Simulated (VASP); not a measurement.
Pd, 1 atom in the cell. The structure is cubic, space group Im-3m (No. 229). The conventional cell has a = 3.171 Å, b = 3.171 Å, c = 3.171 Å, α = 90.00°, β = 90.00°, γ = 90.00°. Within 3.6 Å of Pd (site symmetry m-3m) lie 14 Pd at 2.75 to 3.17 Å. 

```yaml
Program: VASP 6.6.1
Task: single point
Functional: RPBE
Potentials_or_basis: VASP PAW PBE potentials, release 64 (Pd)
Cutoff: 520 eV
k_mesh: 14 × 14 × 14
Occupations: fermi-dirac, width 0.1 eV
Spin: no spin polarisation
Dipole_correction: no
Further_INCAR_settings: ALGO = Normal; EDIFF = 1e-07; NBANDS = 11
```

Potentials or basis: VASP PAW PBE potentials, release 64 (Pd).

Run with:

```console
$ cat potpaw_PBE.64/Pd/POTCAR > POTCAR
$ mpirun -np 1 vasp_std > vasp.out
```

Hardware: 1 thread of AMD EPYC 7R13 (shared host).

Question: How long does it take, and how much memory?

Answer: Run time: 36 s on 1 thread of AMD EPYC 7R13, with other jobs on the host, peak memory 0.11 GiB. Counts: scf iterations 12, k points 104.
